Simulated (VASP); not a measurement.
# Pd (Fm-3m) in VASP: further runs

Pd is run at these levels: PBE; tasks: single point.

Everything below comes from runs of VASP 6.6.1. Logs are shortened: lines on timing, memory, paths and dates and some standing lists are left out, and cuts for length are marked.

### 1 The cell of the first run

Symmetry: Fm-3m, No. 225, cubic system. The conventional cell has a = 3.947 Å, b = 3.947 Å, c = 3.947 Å, α = 90.00°, β = 90.00°, γ = 90.00°. Pd (site symmetry m-3m) has 12 Pd at 2.79 Å within 3.7 Å.

### 2 Single point, PBE

INCAR reads:

```
SYSTEM = Pd
ALGO = Normal
EDIFF = 1E-6
ENCUT = 520
GGA = PE
ISIF = 2
ISMEAR = -1
LASPH = .TRUE.
LCHARG = .FALSE.
LREAL = .FALSE.
LWAVE = .FALSE.
NBANDS = 11
NELM = 60
PREC = Accurate
SIGMA = 0.3
```

KPOINTS reads:

```
k-points
0
G
  14 14 14
  0 0 0
```

POSCAR reads:

```
Pd
1.0
    0.0000000000      1.9734737307      1.9734737307
    1.9734737307      0.0000000000      1.9734737307
    1.9734737307      1.9734737307      0.0000000000
Pd
1
Direct
    0.0000000000      0.0000000000      0.0000000000
```

Potentials or basis: VASP PAW PBE potentials, release 64 (Pd).

On the command line:

```bash
cat potpaw_PBE.64/Pd/POTCAR > POTCAR
mpirun -np 1 vasp_std > vasp.out
```

OUTCAR:

```text
SYSTEM = Pd
   EDIFF = 1E-6
   ENCUT = 520
   GGA = PE
   ISIF = 2
   ISMEAR = -1
   LASPH = .TRUE.
   LREAL = .FALSE.
   NELM = 60
   PREC = Accurate

 ion  position               nearest neighbor table
   1  0.000  0.000  0.000-

  LATTYP: Found a face centered cubic cell.
 ALAT       =     3.9469474614

  Lattice vectors:

 A1 = (   0.0000000000,   1.9734737307,   1.9734737307)
 A2 = (   1.9734737307,   0.0000000000,   1.9734737307)
 A3 = (   1.9734737307,   1.9734737307,   0.0000000000)

Analysis of symmetry for initial positions (statically):
=====================================================================
 Subroutine PRICEL returns:
 Original cell was already a primitive cell.

 Routine SETGRP: Setting up the symmetry group for a
 face centered cubic supercell.

 Subroutine GETGRP returns: Found 48 space group operations
 (whereof 48 operations were pure point group operations)
 out of a pool of 48 trial point group operations.

The static configuration has the point symmetry O_h .

Analysis of symmetry for dynamics (positions and initial velocities):
=====================================================================
 Subroutine PRICEL returns:
 Original cell was already a primitive cell.

 Routine SETGRP: Setting up the symmetry group for a
 face centered cubic supercell.

 Subroutine GETGRP returns: Found 48 space group operations
 (whereof 48 operations were pure point group operations)
 out of a pool of 48 trial point group operations.

The dynamic configuration has the point symmetry O_h .

 Subroutine INISYM returns: Found 48 space group operations
 (whereof 48 operations are pure point group operations),
 and found     1 'primitive' translations

----------------------------------------------------------------------------------------

                                     Primitive cell

  volume of cell :      15.3718

  direct lattice vectors                    reciprocal lattice vectors
     0.000000000  1.973473731  1.973473731    -0.253360352  0.253360352  0.253360352
     1.973473731  0.000000000  1.973473731     0.253360352 -0.253360352  0.253360352
     1.973473731  1.973473731  0.000000000     0.253360352  0.253360352 -0.253360352

  length of vectors
     2.790913315  2.790913315  2.790913315     0.438833003  0.438833003  0.438833003

  position of ions in fractional coordinates (direct lattice)
     0.000000000  0.000000000  0.000000000

  ion indices of the primitive-cell ions
   primitive index   ion index
                 1           1

----------------------------------------------------------------------------------------

 KPOINTS: k-points

Automatic generation of k-mesh.
 Grid dimensions read from file:
 generate k-points for:   14   14   14

 Generating k-lattice:

  Cartesian coordinates                     Fractional coordinates (reciprocal lattice)
    -0.018097168  0.018097168  0.018097168     0.071428571  0.000000000  0.000000000
     0.018097168 -0.018097168  0.018097168     0.000000000  0.071428571  0.000000000
     0.018097168  0.018097168 -0.018097168     0.000000000  0.000000000  0.071428571

  Length of vectors
     0.031345215  0.031345215  0.031345215

  Shift w.r.t. Gamma in fractional coordinates (k-lattice)
     0.000000000  0.000000000  0.000000000

 Subroutine IBZKPT returns following result:
 ===========================================

 Found    104 irreducible k-points:

 Following reciprocal coordinates:
            Coordinates               Weight
  0.000000  0.000000  0.000000      1.000000
  0.071429  0.000000  0.000000      8.000000
  0.142857  0.000000  0.000000      8.000000
  0.214286  0.000000  0.000000      8.000000
  0.285714  0.000000  0.000000      8.000000
  0.357143  0.000000  0.000000      8.000000
[... 16 lines left out ...]
  0.214286  0.142857  0.000000     24.000000
  0.285714  0.142857  0.000000     24.000000
 [... further k-points ...]
   k-points           NKPTS =    104   k-points in BZ     NKDIM =    104   number of bands    NBANDS=     11
   number of dos      NEDOS =    301   number of ions     NIONS =      1
   total plane-waves  NPLWV =  13824
   dimension x,y,z NGX =    24 NGY =   24 NGZ =   24
   dimension x,y,z NGXF=    48 NGYF=   48 NGZF=   48
   ions per type =               1
   NGX,Y,Z   is equivalent  to a cutoff of  14.30, 14.30, 14.30 a.u.
   NGXF,Y,Z  is equivalent  to a cutoff of  28.59, 28.59, 28.59 a.u.
 SYSTEM =  Pd
   PREC   = accura    normal or accurate (medium, high low for compatibility)
   ISTART =      0    job   : 0-new  1-cont  2-samecut
   ICHARG =      2    charge: 1-file 2-atom 10-const
   ISPIN  =      1    spin polarized calculation?
   LNONCOLLINEAR =      F non collinear calculations
   LSORBIT =      F    spin-orbit coupling
   LASPH  =      T    aspherical Exc in radial PAW
   ENCUT  =  520.0 eV  38.22 Ry    6.18 a.u.   5.19  5.19  5.19*2*pi/ulx,y,z
   NELM   =     60;   NELMIN=  2; NELMDL= -5     # of ELM steps
   EDIFF  = 0.1E-05   stopping-criterion for ELM
   LREAL  =      F    real-space projection
   EDIFFG = 0.1E-04   stopping-criterion for IOM
   NSW    =      0    number of steps for IOM
   IBRION =     -1    ionic relax: 0-MD 1-quasi-New 2-CG
   NFREE  =      0    steps in history (QN), initial steepest desc. (CG)
   ISIF   =      2    stress and relaxation
   ISYM   =      2    0-nonsym 1-usesym 2-fastsym
   POTIM  = 0.5000    time-step for ionic-motion
   TEBEG  =    0.0;   TEEND  =   0.0 temperature during run
   PSTRESS=    0.0 pullay stress
   NELECT =      10.0000    total number of electrons
   NUPDOWN=      -1.0000    fix difference up-down
   EMIN   =  10.00;   EMAX   =-10.00  energy-range for DOS
   EFERMI =   0.00;   METHOD = LEGACY
   ISMEAR =    -1;   SIGMA  =   0.30  broadening in eV -4-tet -1-fermi 0-gaus
   EFERMI_NEDOS =   21; number of points for ismear=-14 and -15
   IALGO  =     38    algorithm
   IMIX   =      4    mixing-type and parameters
     AMIX     =   0.40;   BMIX     =  1.00
     AMIX_MAG =   1.60;   BMIX_MAG =  1.00
  volume/ion in A,a.u.               =      15.37       103.73
  Fermi-wavevector in a.u.,A,eV,Ry     =   1.418514  2.680602 27.377380  2.012181
  Thomas-Fermi vector in A             =   2.539631
   LORBIT       =      0    0 simple, 1 ext, 2 COOP (PROOUT), +10 PAW based schemes
   GGA     = PE    functional components
   LHFCALC =     F    Hartree Fock is set to
   AEXX    =    0.0000 exact exchange contribution
   IVDW    =     0    specifies the selected vdW correction
   LEPSILON=     F    determine dielectric tensor
   LRPA    =     F    only Hartree local field effects (RPA)
 non-spin polarized calculation
  energy-cutoff  :      520.00
  volume of cell :       15.37
 maximum number of plane-waves:       428
 NGX is ok and might be reduce to    24
   NGX = 11   NGY = 11   NGZ = 11

 number of electron      10.0000000 magnetization

 Free energy of the ion-electron system (eV)
  ---------------------------------------------------
  ext. energy  EPLUGINS =         0.00000000
  ---------------------------------------------------
  free energy    TOTEN  =        -5.44629550 eV

  energy without entropy =       -5.08060637  energy(sigma->0) =       -5.26345093

 E-fermi :   9.2861     XC(G=0): -12.9319

 val. band max:        9.2652372596   @ k =  -0.4286   0.4286   0.0714
 cond. band min:       9.2929603369   @ k =   0.5000   0.4286   0.0000
 fundamental gap:      0.0277230773
 Fermi energy:         9.2861462785

 k-point     1 :       0.0000    0.0000    0.0000
  band No.  band energies     occupation
      1       2.2769      2.00000
      2       6.4408      1.99985
      3       6.4408      1.99985
      4       6.4408      1.99985
      5       7.9355      1.97807
      6       7.9355      1.97807
      7      26.2719      0.00000
      8      30.8040      0.00000
      9      30.8040      0.00000
     10      30.8040      0.00000
     11      35.3952      0.00000

 k-point     2 :       0.0714    0.0000    0.0000
  band No.  band energies     occupation
      1       2.4552      2.00000
      2       6.3810      1.99988
      3       6.5005      1.99981
      4       6.5005      1.99981
      5       7.9081      1.97997
      6       7.9081      1.97997
      7      26.4394      0.00000
      8      29.6394      0.00000
      9      30.9940      0.00000
     10      30.9940      0.00000
     11      35.5337      0.00000

 k-point     3 :       0.1429    0.0000    0.0000
  band No.  band energies     occupation
      1       2.9562      2.00000
      2       6.2545      1.99992
      3       6.6385      1.99971
      4       6.6385      1.99971
      5       7.8711      1.98227
      6       7.8711      1.98227
      7      26.5089      0.00000
      8      27.7508      0.00000
      9      31.5026      0.00000
     10      31.5026      0.00000
     11      35.3231      0.00000

 k-point     4 :       0.2143    0.0000    0.0000
  band No.  band energies     occupation
      1       3.6307      2.00000
      2       6.2517      1.99992
      3       6.7260      1.99961
      4       6.7260      1.99961
      5       7.9577      1.97641
      6       7.9577      1.97641
      7      24.5619      0.00000
      8      27.3856      0.00000
      9      32.0827      0.00000
     10      32.0827      0.00000
     11      34.4328      0.00000
[... 239 lines left out ...]
 k-point    22 :       0.1429    0.1429    0.0000
  band No.  band energies     occupation
      1       3.1839      2.00000
      2       5.9781      1.99997
      3       6.8547      1.99940
      4       6.8547      1.99940
      5       7.4919      1.99496
      6       8.1283      1.95872
      7      27.1632      0.00000
      8      28.7369      0.00000
      9      29.6671      0.00000
     10      29.6671      0.00000
     11      35.4745      0.00000

 k-point    23 :       0.2143    0.1429    0.0000
  band No.  band energies     occupation
      1       3.7164      2.00000
      2       5.7824      1.99998
      3       6.9454      1.99918
      4       7.0449      1.99886
      5       7.5158      1.99454
      6       8.2427      1.94013
      7      26.6190      0.00000
      8      27.7294      0.00000
      9      29.0137      0.00000
     10      30.0296      0.00000
     11      34.9264      0.00000

 k-point    24 :       0.2857    0.1429    0.0000
  band No.  band energies     occupation
      1       4.3185      2.00000
      2       5.7279      1.99999
      3       6.7242      1.99961
      4       7.1176      1.99855
      5       8.0961      1.96283
      6       8.4705      1.87624
      7      24.1132      0.00000
      8      27.5082      0.00000
      9      28.4476      0.00000
     10      30.4054      0.00000
     11      34.5824      0.00000

 [... further k-points ...]
[... 5 lines left out ...]
  --------------------------------------------------------------------------------------
  -------------------------------------------------------------------------------------
  Total        0.1044006      0.1044006      0.1044006     -0.0000000     -0.0000000      0.0000000
  in kB       10.8815230     10.8815230     10.8815230     -0.0000000     -0.0000000      0.0000000
  external PRESSURE =      10.8815230 kB  Pullay stress =       0.0000000 kB

 VOLUME and BASIS-vectors are now :
 -----------------------------------------------------------------------------
  energy-cutoff  :      520.00
  volume of cell :       15.37
      direct lattice vectors                 reciprocal lattice vectors
     0.000000000  1.973473731  1.973473731    -0.253360352  0.253360352  0.253360352
     1.973473731  0.000000000  1.973473731     0.253360352 -0.253360352  0.253360352
     1.973473731  1.973473731  0.000000000     0.253360352  0.253360352 -0.253360352

 POSITION                                       TOTAL-FORCE (eV/Angst)
 -----------------------------------------------------------------------------------
      0.00000      0.00000      0.00000         0.000000      0.000000      0.000000
 -----------------------------------------------------------------------------------
    total drift:                                0.000000     -0.000000     -0.000000

  FREE ENERGIE OF THE ION-ELECTRON SYSTEM (eV)
  ---------------------------------------------------
  free  energy   TOTEN  =        -5.4462955036 eV

  energy  without entropy=       -5.0806063653  energy(sigma->0) =       -5.26345093
```

It took 9.6 s on 1 thread of Intel Xeon 6975P-C, shared host; peak memory 0.15 GiB.

Results:

```
Free energy            : -5.4463 eV
Pressure               : 1.1 GPa
Band gap on the k mesh : zero (band 5 reaches 9.36 eV, above the bottom of band 6 at 7.87 eV)
```

Levels at points of the mesh, in eV from the Fermi level:
```tsv
k point	band 3	band 4	band 5	band 6	band 7	band 8
(0.00, 0.00, 0.00)	-2.85	-2.85	-1.35	-1.35	16.99	21.52
(0.50, 0.00, 0.00)	-2.89	-0.22	-0.22	0.92	6.81	16.33
(0.50, 0.50, 0.00)	-0.26	0.07	0.07	3.17	10.16	12.80
```

### 3 Single point, PBE

INCAR reads:

```
SYSTEM = Pd
PREC = Accurate ; ENCUT = 520
EDIFF = 1E-6 ; ISMEAR = -1
SIGMA = 0.6 ; LREAL = .FALSE.
LASPH = .TRUE. ; NELM = 60
ALGO = Normal ; ISIF = 2
LWAVE = .FALSE. ; LCHARG = .FALSE.
GGA = PE ; NBANDS = 11
```

KPOINTS reads:

```
Automatic mesh
0
G
  14 14 14
  0 0 0
```

POSCAR is that of step 2.

Potentials or basis: VASP PAW PBE potentials, release 64 (Pd).

On the command line:

```bash
cat potpaw_PBE.64/Pd/POTCAR > POTCAR
mpirun -np 1 vasp_std > vasp.out
```

Wall time 8.5 s (1 thread of Intel Xeon 6975P-C, shared host); peak memory 0.15 GiB.

Results (log left out):

```
Free energy            : -5.9127 eV
Pressure               : 4.9 GPa
Band gap on the k mesh : zero (band 5 reaches 9.33 eV, above the bottom of band 6 at 7.84 eV)
```

Levels at points of the mesh, in eV from the Fermi level:
| k point | band 2 | band 3 | band 4 | band 5 | band 6 | band 7 | band 8 | band 9 |
| --- | --- | --- | --- | --- | --- | --- | --- | --- |
| (0.00, 0.00, 0.00) | -3.20 | -3.20 | -3.20 | -1.71 | -1.71 | 16.66 | 21.19 | 21.19 |
| (0.50, 0.00, 0.00) | -3.24 | -3.24 | -0.58 | -0.58 | 0.59 | 6.47 | 16.00 | 20.18 |
| (0.50, 0.50, 0.00) | -5.31 | -0.62 | -0.28 | -0.28 | 2.84 | 9.81 | 12.47 | 12.47 |

### 4 Single point, PBE

INCAR reads:

```
SYSTEM = Pd
  PREC = Accurate
  ENCUT = 520
  EDIFF = 1E-7
  ISMEAR = -1
  SIGMA = 1.0
  LREAL = .FALSE.
  LASPH = .TRUE.
  NELM = 80
  ALGO = Normal
  ISIF = 2
  LWAVE = .FALSE.
  LCHARG = .FALSE.
  GGA = PE
  NBANDS = 11
```

KPOINTS reads:

```
regular mesh
0
G
  14 14 14
  0 0 0
```

POSCAR is that of step 3.

On the command line:

```bash
cat potpaw_PBE.64/Pd/POTCAR > POTCAR
mpirun -np 1 vasp_std > vasp.out
```

Wall time 8.9 s (1 thread of Intel Xeon 6975P-C, shared host); peak memory 0.15 GiB.

The run converged. Its results:

```yaml
Free_energy: -6.8362 eV
Pressure: 12.8 GPa
Band_gap_on_the_k_mesh: zero (band 5 reaches 9.28 eV, above the bottom of band 6 at 7.79 eV)
```

Levels at points of the mesh, in eV from the Fermi level:
```tsv
k point	band 1	band 2	band 3	band 4	band 5	band 6	band 7	band 8	band 9	band 10
(0.00, 0.00, 0.00)	-7.82	-3.73	-3.73	-3.73	-2.25	-2.25	16.18	20.70	20.70	20.70
(0.50, 0.00, 0.00)	-6.02	-3.78	-3.78	-1.12	-1.12	0.11	5.96	15.52	19.70	19.70
(0.50, 0.50, 0.00)	-6.11	-5.83	-1.16	-0.82	-0.82	2.36	9.30	11.98	11.98	19.94
```

### 5 Single point, PBE

INCAR reads:

```
PREC     = Accurate       # precision mode
ENCUT    = 520            # plane-wave cutoff, eV
EDIFF    = 1E-6           # SCF threshold, eV
ISMEAR   = 0              # smearing method
SIGMA    = 0.01           # smearing width, eV
LREAL    = False          # projectors in reciprocal space
LASPH    = True           # aspherical terms in the spheres
NELM     = 60             # most SCF steps
ALGO     = Normal         # electronic algorithm
ISIF     = 2              # what is computed and relaxed
LWAVE    = False          # write WAVECAR
LCHARG   = False          # write CHGCAR
GGA      = PE             # functional
NBANDS   = 11             # bands
```

KPOINTS reads:

```
Automatic mesh
0
Gamma
  14 14 14
```

POSCAR is that of step 4.

Potentials or basis: VASP PAW PBE potentials, release 64 (Pd).

On the command line:

```bash
cat potpaw_PBE.64/Pd/POTCAR > POTCAR
mpirun -np 1 vasp_std > vasp.out
```

OUTCAR:

```text
PREC = Accurate
   ENCUT = 520
   EDIFF = 1E-6
   ISMEAR = 0
   LREAL = False
   LASPH = True
   NELM = 60
   ISIF = 2
   GGA = PE

 ion  position               nearest neighbor table
   1  0.000  0.000  0.000-

  LATTYP: Found a face centered cubic cell.
 ALAT       =     3.9469474614

  Lattice vectors:

 A1 = (   0.0000000000,   1.9734737307,   1.9734737307)
 A2 = (   1.9734737307,   0.0000000000,   1.9734737307)
 A3 = (   1.9734737307,   1.9734737307,   0.0000000000)

Analysis of symmetry for initial positions (statically):
[... 507 lines left out ...]
      5       8.1057      2.00000
      6       8.4860      2.00000
      7      24.1172      0.00000
      8      27.5089      0.00000
      9      28.4509      0.00000
     10      30.4061      0.00000
     11      34.5912      0.00000

 [... further k-points ...]
[... 5 lines left out ...]
  --------------------------------------------------------------------------------------
  -------------------------------------------------------------------------------------
  Total       -0.0712074     -0.0712074     -0.0712074      0.0000000      0.0000000      0.0000000
  in kB       -7.4218387     -7.4218387     -7.4218387      0.0000000      0.0000000      0.0000000
  external PRESSURE =      -7.4218387 kB  Pullay stress =       0.0000000 kB

 VOLUME and BASIS-vectors are now :
 -----------------------------------------------------------------------------
  energy-cutoff  :      520.00
  volume of cell :       15.37
      direct lattice vectors                 reciprocal lattice vectors
     0.000000000  1.973473731  1.973473731    -0.253360352  0.253360352  0.253360352
     1.973473731  0.000000000  1.973473731     0.253360352 -0.253360352  0.253360352
     1.973473731  1.973473731  0.000000000     0.253360352  0.253360352 -0.253360352

 POSITION                                       TOTAL-FORCE (eV/Angst)
 -----------------------------------------------------------------------------------
      0.00000      0.00000      0.00000         0.000000     -0.000000      0.000000
 -----------------------------------------------------------------------------------
    total drift:                               -0.000000      0.000000     -0.000000

  FREE ENERGIE OF THE ION-ELECTRON SYSTEM (eV)
  ---------------------------------------------------
  free  energy   TOTEN  =        -5.2059673710 eV

  energy  without entropy=       -5.2058238197  energy(sigma->0) =       -5.20589560
```

stdout:

```text
POSCAR found type information on POSCAR Pd
 POSCAR found :  1 types and       1 ions
 scaLAPACK will be used
 LDA part: xc-table for (Slater+PW92), standard interpolation
 POSCAR, INCAR and KPOINTS ok, starting setup
 FFT: planning ... GRIDC
 FFT: planning ... GRID_SOFT
 FFT: planning ... GRID
 WAVECAR not read
 entering main loop
```

Wall time 8.2 s (1 thread of Intel Xeon 6975P-C, shared host); peak memory 0.15 GiB.

Results:

```yaml
Free_energy: -5.2060 eV
Pressure: -0.7 GPa
Band_gap_on_the_k_mesh: zero (band 5 reaches 9.37 eV, above the bottom of band 6 at 7.89 eV)
```

### 6 The runs side by side

| smearing | gap on the mesh (eV) | pressure (GPa) |
| --- | --- | --- |
| fermi-dirac 0.3 eV | none | 1.1 |
| fermi-dirac 0.6 eV | none | 4.9 |
| fermi-dirac 1 eV | none | 12.8 |
| gaussian 0.01 eV | none | -0.7 |

Alike in all rows: task single point; level PBE; potentials or basis VASP PAW PBE potentials, release 64 (Pd); no spin polarisation; cell as given; k mesh 14 × 14 × 14; cutoff (eV) 520.

Every run on the cell as given and a fine mesh finds a metal.

Total energies depend on the potentials used, so only differences within one code and one set of settings carry meaning.
